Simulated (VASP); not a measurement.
# Pd in VASP: single point with LDA

Aim: the single point of Pd with LDA.

Program: VASP 6.6.1. These are calculated values, not measurements. Logs are shortened: lines on timing, memory, paths and dates and some standing lists are left out, and cuts for length are marked.

## 1. The cell of the first run

The cell holds a slab with vacuum, 5 atoms: a = 2.715 Å, b = 2.715 Å, c = 24.869 Å, α = 90.00°, β = 90.00°, γ = 120.00°.

## 2. Single point, LDA

File INCAR:

```
SYSTEM = Pd
PREC = Accurate
ENCUT = 450
EDIFF = 1E-6
ISMEAR = -1
SIGMA = 0.05
LREAL = .FALSE.
LASPH = .TRUE.
NELM = 300
ALGO = Normal
ISIF = 2
LWAVE = .FALSE.
LCHARG = .FALSE.
LDIPOL = .TRUE.
IDIPOL = 3
DIPOL = 0.5 0.5 0.500
GGA = CA
NBANDS = 33
EFIELD = -0.5
GGA_COMPAT = .FALSE.
NELMDL = -8
AMIX = 0.1
BMIX = 1E-4
AMIX_MAG = 0.4
BMIX_MAG = 1E-4
KPAR = 4
```

File KPOINTS:

```
regular mesh
0
G
  15 15 1
  0 0 0
```

File POSCAR:

```
Pd
1.0
    2.7154616620      0.0000000000      0.0000000000
   -1.3577308310      2.3516587823      0.0000000000
    0.0000000000      0.0000000000     24.8687000000
Pd
5
Direct
    0.8333333333      0.1666666667      0.3221083647
    0.1666666667      0.8333333333      0.4113102892
    0.5000000000      0.5000000000      0.4999999996
    0.8333333333      0.1666666667      0.5886897115
    0.1666666667      0.8333333333      0.6778916350
```

Potentials or basis: VASP PAW LDA potentials, release 64 (Pd).

Run with:

```sh
$ cat potpaw_LDA.64/Pd/POTCAR > POTCAR
$ mpirun -np 4 vasp_std > vasp.out
```

OUTCAR:

```text
SYSTEM = Pd
   PREC = Accurate
   ENCUT = 450
   EDIFF = 1E-6
   ISMEAR = -1
   LREAL = .FALSE.
   LASPH = .TRUE.
   NELM = 300
   ISIF = 2
   GGA = CA
   NELMDL = -8
   AMIX = 0.1
   AMIX_MAG = 0.4

 ion  position               nearest neighbor table
   1  0.833  0.167  0.322-   2 2.72   2 2.72   2 2.72
   2  0.167  0.833  0.411-   3 2.71   3 2.71   3 2.71   1 2.72   1 2.72   1 2.72
   3  0.500  0.500  0.500-   2 2.71   2 2.71   2 2.71   4 2.71   4 2.71   4 2.71
   4  0.833  0.167  0.589-   3 2.71   3 2.71   3 2.71   5 2.72   5 2.72   5 2.72
   5  0.167  0.833  0.678-   4 2.72   4 2.72   4 2.72

  LATTYP: Found a hexagonal cell.
 ALAT       =     2.7154616620
 C/A-ratio  =     9.1581849039

  Lattice vectors:

 A1 = (   2.7154616620,   0.0000000000,   0.0000000000)
 A2 = (  -1.3577308310,   2.3516587823,   0.0000000000)
 A3 = (   0.0000000000,   0.0000000000,  24.8687000000)

Analysis of symmetry for initial positions (statically):
=====================================================================
 Subroutine PRICEL returns:
 Original cell was already a primitive cell.

 Routine SETGRP: Setting up the symmetry group for a
 hexagonal supercell.

 Subroutine GETGRP returns: Found 12 space group operations
 (whereof  4 operations were pure point group operations)
 out of a pool of 24 trial point group operations.

The static configuration has the point symmetry C_2h.
 The point group associated with its full space group is D_3d.

Analysis of symmetry for dynamics (positions and initial velocities):
=====================================================================
 An external electric field (EFIELD) may reduce the allowed symmetry operations
 Subroutine PRICEL returns:
 Original cell was already a primitive cell.

 Routine SETGRP: Setting up the symmetry group for a
 hexagonal supercell.

 Subroutine GETGRP returns: Found  6 space group operations
 (whereof  2 operations were pure point group operations)
 out of a pool of 24 trial point group operations.

The dynamic configuration has the point symmetry C_1h.
 The point group associated with its full space group is C_3v.

 Subroutine INISYM returns: Found  6 space group operations
 (whereof  2 operations are pure point group operations),
 and found     1 'primitive' translations

----------------------------------------------------------------------------------------

                                     Primitive cell

  volume of cell :     158.8075

  direct lattice vectors                    reciprocal lattice vectors
     2.715461662  0.000000000  0.000000000     0.368261506  0.212615879  0.000000000
    -1.357730831  2.351658782  0.000000000     0.000000000  0.425231759  0.000000000
     0.000000000  0.000000000 24.868700000     0.000000000  0.000000000  0.040211189

  length of vectors
     2.715461662  2.715461662 24.868700000     0.425231759  0.425231759  0.040211189

  position of ions in fractional coordinates (direct lattice)
     0.833333333  0.166666667  0.322108365
     0.166666667  0.833333333  0.411310289
     0.500000000  0.500000000  0.500000000
     0.833333333  0.166666667  0.588689712
     0.166666667  0.833333333  0.677891635

  ion indices of the primitive-cell ions
   primitive index   ion index
                 1           1
                 2           2
                 3           3
                 4           4
                 5           5

----------------------------------------------------------------------------------------

 KPOINTS: regular mesh

Automatic generation of k-mesh.
 Grid dimensions read from file:
 generate k-points for:   15   15    1

 Generating k-lattice:

  Cartesian coordinates                     Fractional coordinates (reciprocal lattice)
     0.024550767  0.014174392  0.000000000     0.066666667  0.000000000  0.000000000
     0.000000000  0.028348784  0.000000000     0.000000000  0.066666667  0.000000000
     0.000000000  0.000000000  0.040211189     0.000000000  0.000000000  1.000000000

  Length of vectors
     0.028348784  0.028348784  0.040211189

  Shift w.r.t. Gamma in fractional coordinates (k-lattice)
     0.000000000  0.000000000  0.000000000

 Subroutine IBZKPT returns following result:
 ===========================================

 Found     27 irreducible k-points:

 Following reciprocal coordinates:
            Coordinates               Weight
  0.000000  0.000000  0.000000      1.000000
  0.066667  0.000000  0.000000      6.000000
  0.133333  0.000000  0.000000      6.000000
  0.200000  0.000000  0.000000      6.000000
  0.266667  0.000000  0.000000      6.000000
  0.333333  0.000000  0.000000      6.000000
[... 16 lines left out ...]
  0.333333  0.200000  0.000000     12.000000
  0.400000  0.200000  0.000000      6.000000
 [... further k-points ...]
   k-points           NKPTS =     27   k-points in BZ     NKDIM =     27   number of bands    NBANDS=     33
   number of dos      NEDOS =    301   number of ions     NIONS =      5
   total plane-waves  NPLWV =  72000
   dimension x,y,z NGX =    20 NGY =   20 NGZ =  180
   dimension x,y,z NGXF=    40 NGYF=   40 NGZF=  360
   ions per type =               5
   NGX,Y,Z   is equivalent  to a cutoff of  12.24, 12.24, 12.03 a.u.
   NGXF,Y,Z  is equivalent  to a cutoff of  24.49, 24.49, 24.07 a.u.
 SYSTEM =  Pd
   PREC   = accura    normal or accurate (medium, high low for compatibility)
   ISTART =      0    job   : 0-new  1-cont  2-samecut
   ICHARG =      2    charge: 1-file 2-atom 10-const
   ISPIN  =      1    spin polarized calculation?
   LNONCOLLINEAR =      F non collinear calculations
   LSORBIT =      F    spin-orbit coupling
   LASPH  =      T    aspherical Exc in radial PAW
   ENCUT  =  450.0 eV  33.07 Ry    5.75 a.u.   4.70  4.70 43.01*2*pi/ulx,y,z
   NELM   =    300;   NELMIN=  2; NELMDL= -8     # of ELM steps
   EDIFF  = 0.1E-05   stopping-criterion for ELM
   LREAL  =      F    real-space projection
   EDIFFG = 0.1E-04   stopping-criterion for IOM
   NSW    =      0    number of steps for IOM
   IBRION =     -1    ionic relax: 0-MD 1-quasi-New 2-CG
   NFREE  =      0    steps in history (QN), initial steepest desc. (CG)
   ISIF   =      2    stress and relaxation
   ISYM   =      2    0-nonsym 1-usesym 2-fastsym
   POTIM  = 0.5000    time-step for ionic-motion
   TEBEG  =    0.0;   TEEND  =   0.0 temperature during run
   PSTRESS=    0.0 pullay stress
   NELECT =      50.0000    total number of electrons
   NUPDOWN=      -1.0000    fix difference up-down
   EMIN   =  10.00;   EMAX   =-10.00  energy-range for DOS
   EFERMI =   0.00;   METHOD = LEGACY
   ISMEAR =    -1;   SIGMA  =   0.05  broadening in eV -4-tet -1-fermi 0-gaus
   EFERMI_NEDOS =   21; number of points for ismear=-14 and -15
   IALGO  =     38    algorithm
   IMIX   =      4    mixing-type and parameters
     AMIX     =   0.10;   BMIX     =  0.00
     AMIX_MAG =   0.40;   BMIX_MAG =  0.00
  volume/ion in A,a.u.               =      31.76       214.34
  Fermi-wavevector in a.u.,A,eV,Ry     =   1.113716  2.104618 16.876169  1.240363
  Thomas-Fermi vector in A             =   2.250304
   LORBIT       =      0    0 simple, 1 ext, 2 COOP (PROOUT), +10 PAW based schemes
   GGA     = CA    functional components
   LHFCALC =     F    Hartree Fock is set to
   AEXX    =    0.0000 exact exchange contribution
   IVDW    =     0    specifies the selected vdW correction
   LEPSILON=     F    determine dielectric tensor
   LRPA    =     F    only Hartree local field effects (RPA)
 non-spin polarized calculation
  energy-cutoff  :      450.00
  volume of cell :      158.81
 maximum number of plane-waves:      3465
 NGX is ok and might be reduce to    20
   NGX =  9   NGY =  9   NGZ = 87

 dipolmoment           0.000000      0.000000      0.015569 electrons x Angstroem

 number of electron      50.0000012 magnetization

 dipolmoment           0.000000      0.000000     -0.201381 electrons x Angstroem

 Free energy of the ion-electron system (eV)
  ---------------------------------------------------
  ext. energy  EPLUGINS =         0.00000000
  ---------------------------------------------------
  free energy    TOTEN  =       -31.08946290 eV

  energy without entropy =      -30.99053951  energy(sigma->0) =      -31.04000120

 E-fermi :   1.4133     XC(G=0):  -7.0198

 val. band max:        1.4126383382   @ k =   0.3333   0.1333   0.0000
 cond. band min:       1.4148704350   @ k =   0.2000   0.0000   0.0000
 fundamental gap:      0.0022320968
 Fermi energy:         1.4133377666

 k-point     1 :       0.0000    0.0000    0.0000
  band No.  band energies     occupation
      1      -5.8339      2.00000
      2      -4.9546      2.00000
      3      -4.2843      2.00000
      4      -3.9630      2.00000
      5      -3.8883      2.00000
      6      -1.7177      2.00000
[... 25 lines left out ...]
     32       5.3134      0.00000
     33       6.9288      0.00000

 k-point     2 :       0.0667    0.0000    0.0000
  band No.  band energies     occupation
      1      -5.6876      2.00000
      2      -4.8134      2.00000
      3      -4.1594      2.00000
      4      -3.8314      2.00000
      5      -3.7633      2.00000
      6      -1.8368      2.00000
[... 25 lines left out ...]
     32       5.4381      0.00000
     33       7.0522      0.00000

 k-point     3 :       0.1333    0.0000    0.0000
  band No.  band energies     occupation
      1      -5.2728      2.00000
      2      -4.4270      2.00000
      3      -3.8306      2.00000
      4      -3.4824      2.00000
      5      -3.4288      2.00000
      6      -2.1629      2.00000
[... 25 lines left out ...]
     32       5.8137      0.00000
     33       7.4189      0.00000

 k-point     4 :       0.2000    0.0000    0.0000
  band No.  band energies     occupation
      1      -4.6814      2.00000
      2      -3.9488      2.00000
      3      -3.5045      2.00000
      4      -3.1438      2.00000
      5      -2.9976      2.00000
      6      -2.5728      2.00000
[... 25 lines left out ...]
     32       6.4464      0.00000
     33       8.0162      0.00000

 k-point     5 :       0.2667    0.0000    0.0000
  band No.  band energies     occupation
      1      -4.1395      2.00000
      2      -3.6908      2.00000
      3      -3.4895      2.00000
      4      -3.1212      2.00000
      5      -3.0520      2.00000
      6      -2.7200      2.00000
[... 604 lines left out ...]
 k-point    22 :       0.2667    0.2000    0.0000
  band No.  band energies     occupation
      1      -3.4808      2.00000
      2      -3.4076      2.00000
      3      -3.1855      2.00000
      4      -2.9454      2.00000
      5      -2.8419      2.00000
      6      -2.6814      2.00000
[... 25 lines left out ...]
     32       9.9618      0.00000
     33      10.7418      0.00000

 k-point    23 :       0.3333    0.2000    0.0000
  band No.  band energies     occupation
      1      -3.6267      2.00000
      2      -3.4139      2.00000
      3      -3.2588      2.00000
      4      -3.0499      2.00000
      5      -2.8457      2.00000
      6      -2.7600      2.00000
[... 25 lines left out ...]
     32       9.7044      0.00000
     33      10.2984      0.00000

 k-point    24 :       0.4000    0.2000    0.0000
  band No.  band energies     occupation
      1      -3.6826      2.00000
      2      -3.4142      2.00000
      3      -3.2860      2.00000
      4      -3.0867      2.00000
      5      -2.8740      2.00000
      6      -2.7598      2.00000
[... 25 lines left out ...]
     32       9.4455      0.00000
     33       9.9422      0.00000

 [... further k-points ...]

------------------------ aborting loop because EDIFF is reached ----------------------------------------

 vacuum level on the upper side and lower side of the slab       (xc-potential included)         2.350        -4.014

  FORCE on cell =-STRESS in cart. coord.  units (eV):
  Direction    XX          YY          ZZ          XY          YZ          ZX
  --------------------------------------------------------------------------------------
  -------------------------------------------------------------------------------------
  Total       -2.3740883     -2.3740883      0.1704825      0.0000000      0.0000000     -0.0000000
  in kB      -23.9517025    -23.9517025      1.7199642      0.0000000      0.0000000     -0.0000000
  external PRESSURE =     -15.3944803 kB  Pullay stress =       0.0000000 kB

 VOLUME and BASIS-vectors are now :
 -----------------------------------------------------------------------------
  energy-cutoff  :      450.00
  volume of cell :      158.81
      direct lattice vectors                 reciprocal lattice vectors
     2.715461662  0.000000000  0.000000000     0.368261506  0.212615879  0.000000000
    -1.357730831  2.351658782  0.000000000     0.000000000  0.425231759  0.000000000
     0.000000000  0.000000000 24.868700000     0.000000000  0.000000000  0.040211189

 POSITION                                       TOTAL-FORCE (eV/Angst)
 -----------------------------------------------------------------------------------
      2.03660      0.39194      8.01042        -0.000000      0.000000     -0.016460
     -0.67887      1.95972     10.22875        -0.000000      0.000000     -0.006208
      0.67887      1.17583     12.43435        -0.000000      0.000000      0.009758
      2.03660      0.39194     14.63995         0.000000      0.000000      0.005648
     -0.67887      1.95972     16.85828        -0.000000      0.000000      0.007262
 -----------------------------------------------------------------------------------
    total drift:                               -0.000000      0.000000      0.000703

  FREE ENERGIE OF THE ION-ELECTRON SYSTEM (eV)
  ---------------------------------------------------
  free  energy   TOTEN  =       -31.0894628958 eV

  energy  without entropy=      -30.9905395125  energy(sigma->0) =      -31.04000120

 vacuum level on the upper side and lower side of the slab         9.516         3.317
```

Run time: 9.8 min. Hardware: 4 MPI ranks of Intel Xeon Platinum 8259CL at 2.50GHz (Skylake/Cascade Lake), shared host; peak memory 0.24 GiB.

Results:

| Item | Value |
| --- | --- |
| Free energy | -31.0895 eV |
| Largest force | 0.016 eV/Å |
| Band gap on the k mesh | zero (bands 25 and 26 overlap by 1.02 eV) |

Forces in eV/Å, atoms in the order of the input:
```
Pd   0.000  0.000 -0.016
Pd   0.000  0.000 -0.006
Pd   0.000  0.000  0.010
Pd   0.000  0.000  0.006
Pd   0.000  0.000  0.007
```
